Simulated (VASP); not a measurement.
A run of VASP 6.6.1 is set up as follows.

INCAR

```
SYSTEM = TiAl3
PREC = Accurate
ENCUT = 520
EDIFF = 1E-6
ISMEAR = 0
SIGMA = 0.15
LREAL = .False.
LASPH = .True.
NELM = 80
ALGO = Fast
ISIF = 2
LWAVE = .False.
LCHARG = .False.
GGA = PE
NBANDS = 18
```

KPOINTS

```
Automatic mesh
0
Gamma
  18 18 18
  0 0 0
```

The input POSCAR:

```
TiAl3
1.0
   -1.9226734293      1.9226734293      4.3114047961
    1.9226734293     -1.9226734293      4.3114047961
    1.9226734293      1.9226734293     -4.3114047961
Ti Al
1 3
Direct
   -0.0066138626     -0.0066138626      0.0000000000
    0.5121770055      0.5121770055      0.0000000000
    0.7497782079      0.2497782079      0.5000000000
    0.2497782079      0.7497782079      0.5000000000
```

Potentials or basis: VASP PAW PBE potentials, release 64 (Ti_sv, Al).

The run is started by

```sh
$ cat potpaw_PBE.64/Ti_sv/POTCAR potpaw_PBE.64/Al/POTCAR > POTCAR
$ mpirun -np 1 vasp_std > vasp.out
```

**Question.** Estimate the largest force.

**Answer.** 0.404 eV/Å.

**Question.** What does it give for the pressure?

**Answer.** 0.2 GPa.

**Question.** What does it give for the band gap on the k mesh?

**Answer.** Zero (an odd number of electrons rules out a gap without spin polarisation).

Forces in eV/Å, atoms in the order of the input:
```
Ti   0.000  0.000  0.385
Al   0.000  0.000 -0.404
Al   0.000  0.000  0.009
Al   0.000  0.000  0.009
```

Caveat: the cell differs from its parent crystal (atoms displaced along a vibrational mode).
